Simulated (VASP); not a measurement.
Here is a VASP 6.6.1 calculation.

File INCAR:

```
SYSTEM = ZnAu
PREC = Accurate
ENCUT = 520
EDIFF = 1E-6
ISMEAR = -1
SIGMA = 0.15
LREAL = .False.
LASPH = .True.
NELM = 60
ALGO = Normal
ISIF = 2
LWAVE = .False.
LCHARG = .False.
GGA = PE
NBANDS = 18
```

File KPOINTS:

```
Automatic mesh
0
Gamma
  13 13 13
  0 0 0
```

POSCAR

```
ZnAu
1.0
    3.1470000000      0.0000000000      0.0000000000
    0.0000000000      3.1470000000      0.0000000000
    0.0000000000      0.0000000000      3.1470000000
Zn Au
1 1
Direct
    0.5000000000      0.5000000000      0.5000000000
    0.0000000000      0.0000000000      0.0000000000
```

Potentials or basis: VASP PAW PBE potentials, release 64 (Zn, Au).

Launch:

```bash
$ cat potpaw_PBE.64/Zn/POTCAR potpaw_PBE.64/Au/POTCAR > POTCAR
$ mpirun -np 1 vasp_std > vasp.out
```

What does it give for the band gap on the k mesh?

Zero (an odd number of electrons rules out a gap without spin polarisation).

What does it give for the pressure?

5.1 GPa.

Caveat: the cell stands under pressure; spin-orbit coupling is left out, which moves the levels of the heavy elements.
